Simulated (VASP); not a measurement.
# Re (P6_3/mmc) in VASP: settings compared, part 2 of 2

VASP 6.6.1. Earlier steps stand in the parts before.

### Step 6. Relaxation of cell and atoms, RPBE+D4

INCAR reads:

```
SYSTEM = Re
  ALGO = Normal
  EDIFF = 1E-7
  EDIFFG = -0.02
  ENCUT = 600
  GGA = RP
  IBRION = 2
  ISIF = 3
  ISMEAR = -1
  IVDW = 13
  LASPH = .TRUE.
  LCHARG = .FALSE.
  LREAL = .FALSE.
  LWAVE = .FALSE.
  NELM = 80
  NSW = 80
  PREC = Accurate
  SIGMA = 0.05
```

KPOINTS reads:

```
k-points
0
G
  11 11 6
  0 0 0
```

POSCAR reads:

```
Re
1.0
    2.7608000000      0.0000000000      0.0000000000
   -1.3804000000      2.3909229348      0.0000000000
    0.0000000000      0.0000000000      4.4582000000
Re
2
Direct
    0.6666666667      0.3333333333      0.7500000000
    0.3333333333      0.6666666667      0.2500000000
```

Potentials or basis: VASP PAW PBE potentials, release 64 (Re).

Launch:

```sh
$ cat potpaw_PBE.64/Re/POTCAR > POTCAR
$ mpirun -np 1 vasp_std > vasp.out
```

OUTCAR:

```text
SYSTEM = Re
   EDIFF = 1E-7
   EDIFFG = -0.02
   ENCUT = 600
   GGA = RP
   IBRION = 2
   ISIF = 3
   ISMEAR = -1
   IVDW = 13
   LASPH = .TRUE.
   LREAL = .FALSE.
   NELM = 80
   NSW = 80
   PREC = Accurate

 ion  position               nearest neighbor table
   1  0.667  0.333  0.750-   2 2.74   2 2.74   2 2.74   2 2.74   2 2.74   2 2.74
   2  0.333  0.667  0.250-   1 2.74   1 2.74   1 2.74   1 2.74   1 2.74   1 2.74

  LATTYP: Found a hexagonal cell.
 ALAT       =     2.7608000000
 C/A-ratio  =     1.6148217908

  Lattice vectors:

 A1 = (   2.7608000000,   0.0000000000,   0.0000000000)
 A2 = (  -1.3804000000,   2.3909229348,   0.0000000000)
 A3 = (   0.0000000000,   0.0000000000,   4.4582000000)

Analysis of symmetry for initial positions (statically):
=====================================================================
 Subroutine PRICEL returns:
 Original cell was already a primitive cell.

 Routine SETGRP: Setting up the symmetry group for a
 hexagonal supercell.

 Subroutine GETGRP returns: Found 24 space group operations
 (whereof 12 operations were pure point group operations)
 out of a pool of 24 trial point group operations.

The static configuration has the point symmetry D_3d.
 The point group associated with its full space group is D_6h.

Analysis of symmetry for dynamics (positions and initial velocities):
=====================================================================
 Subroutine PRICEL returns:
 Original cell was already a primitive cell.

[... 155 lines left out ...]
  free energy    TOTEN  =       -23.62108275 eV

  energy without entropy =      -23.60703419  energy(sigma->0) =      -23.61405847

------------------------ aborting loop because EDIFF is reached ----------------------------------------

  DFT-D4 for vdW energy calculation

  Edisp (eV):   -2.44005
[... 71 lines left out ...]
--------------------------------------- Ionic step        3  -------------------------------------------

 number of electron      14.0000000 magnetization

 Free energy of the ion-electron system (eV)
  ---------------------------------------------------
  ext. energy  EPLUGINS =         0.00000000
  ---------------------------------------------------
  free energy    TOTEN  =       -23.60303978 eV

  energy without entropy =      -23.58932102  energy(sigma->0) =      -23.59618040

 E-fermi :   8.0819     XC(G=0): -13.7530

 val. band max:        8.0644199241   @ k =   0.1818  -0.0000   0.1667
 cond. band min:       8.1287517104   @ k =   0.3636   0.1818   0.3333
 fundamental gap:      0.0643317863
 Fermi energy:         8.0819371305

 k-point     1 :       0.0000    0.0000    0.0000
  band No.  band energies     occupation
      1      -1.8487      2.00000
      2       1.3891      2.00000
      3       6.4728      2.00000
      4       6.4750      2.00000
      5       6.4750      2.00000
      6       7.3226      2.00000
      7       7.3226      2.00000
      8       8.2666      0.04860
      9       8.2666      0.04860
     10       8.6865      0.00001
     11      11.4769      0.00000
[... 309 lines left out ...]
 k-point    24 :       0.1818    0.0909    0.1667
  band No.  band energies     occupation
      1       0.4886      2.00000
      2       3.1083      2.00000
      3       4.4711      2.00000
      4       4.8178      2.00000
      5       6.1034      2.00000
      6       6.8007      2.00000
      7       7.4188      2.00000
      8       8.3744      0.00575
      9       9.0960      0.00000
     10       9.4923      0.00000
     11      11.8843      0.00000

 [... further k-points ...]

------------------------ aborting loop because EDIFF is reached ----------------------------------------

  DFT-D4 for vdW energy calculation

  Edisp (eV):   -2.46095
[... 25 lines left out ...]
  FREE ENERGIE OF THE ION-ELECTRON SYSTEM (eV)
  ---------------------------------------------------
  free  energy   TOTEN  =       -26.0639939028 eV

  energy  without entropy=      -26.0502751453  energy(sigma->0) =      -26.05713452

 reached required accuracy - stopping structural energy minimisation
```

Wall time 42 s (1 thread of Intel Xeon Platinum 8488C (Sapphire Rapids), shared host); peak memory 0.17 GiB.

What came out:

```
Free energy                            : -26.0640 eV
Relaxed volume                         : 14.59 Å³/atom
Relaxed cell                           : a = 2.752 Å, b = 2.752 Å, c = 4.446 Å, α = 90.00°, β = 90.00°, γ = 120.00°
Space group after relaxing (to 0.05 Å) : P6_3/mmc (No. 194)
Energy gained by relaxing              : 1.4 meV/atom
Ionic steps                            : 3
Pressure after relaxing                : 0.0 GPa
Band gap on the k mesh                 : zero (band 7 reaches 9.43 eV, above the bottom of band 8 at 6.34 eV)
Dispersion energy per atom             : -1.230 eV
```

Stress tensor (GPa, compression positive):
```
-0.11  0.00  0.00
 0.00 -0.11  0.00
 0.00  0.00  0.11
```

Step by step:
| step | energy change (eV) | largest force (eV/Å) | pressure (GPa) | volume (Å³) |
| --- | --- | --- | --- | --- |
| 1 | 0.0000 | 0.0000 | -3.42 | 29.43 |
| 2 | 0.0472 | 0.0000 | 15.75 | 28.11 |
| 3 | -0.0029 | 0.0000 | -0.04 | 29.17 |

Final structure:
```yaml
crystal:
  lattice:
    - [2.75247, 0.00000, 0.00000]
    - [-1.37623, 2.38371, 0.00000]
    - [0.00000, 0.00000, 4.44601]
  atoms:
    - { symbol: Re, position: [0.66667, 0.33333, 0.75000] }
    - { symbol: Re, position: [0.33333, 0.66667, 0.25000] }
```

Levels at points of the mesh, in eV from the Fermi level:
```
           k point  band 4  band 5  band 6  band 7  band 8  band 9  band 10  band 11
(0.00, 0.00, 0.00)   -1.61   -1.61   -0.76   -0.76    0.18    0.18     0.60     3.39
(0.00, 0.00, 0.50)   -2.42   -1.74   -1.74   -1.74   -1.74    2.57     2.57     2.57
```

Caveat: the PAW data sets were made with another functional, which shifts forces and pressure a little; spin-orbit coupling is left out, which moves the levels of the heavy elements; pairwise dispersion overbinds metals, which lowers pressure and volume.

### Step 7. Overview

| task | level | cell | cutoff (eV) | smearing | gap on the mesh (eV) | pressure (GPa) |
| --- | --- | --- | --- | --- | --- | --- |
| single point | PBE | a = 2.761, b = 2.761, c = 4.458 Å, angles 90.0, 90.0, 120.0°, 2 atoms | 520 | gaussian 0.021 eV | none | 5.4 |
| single point | PBE | a = 2.761, b = 2.761, c = 4.458 Å, angles 90.0, 90.0, 120.0°, 2 atoms | 520 | gaussian 0.011 eV | none | 5.5 |
| single point | PBE | a = 2.761, b = 2.761, c = 4.458 Å, angles 90.0, 90.0, 120.0°, 2 atoms | 520 | gaussian 0.026 eV | none | 5.4 |
| single point | RPBE+D4 | a = 2.753, b = 2.753, c = 4.451 Å, angles 90.0, 90.0, 120.0°, 2 atoms | 520 | fermi-dirac 0.05 eV | none | -0.6 |
| relaxation of cell and atoms | RPBE+D4 | relaxed from a = 2.761, b = 2.761, c = 4.458 Å, angles 90.0, 90.0, 120.0°, 2 atoms | 600 | fermi-dirac 0.05 eV | none | 0.0 |

Alike in all rows: potentials or basis VASP PAW PBE potentials, release 64 (Re); no spin polarisation; k mesh 11 × 11 × 6.

Every run on the cell as given and a fine mesh finds a metal.

Caveats: spin-orbit coupling is left out, which moves the levels of the heavy elements; the PAW data sets were made with another functional, which shifts forces and pressure a little (some runs); pairwise dispersion overbinds metals, which lowers pressure and volume (some runs).

Absolute energies hang on the potentials; compare differences alone.
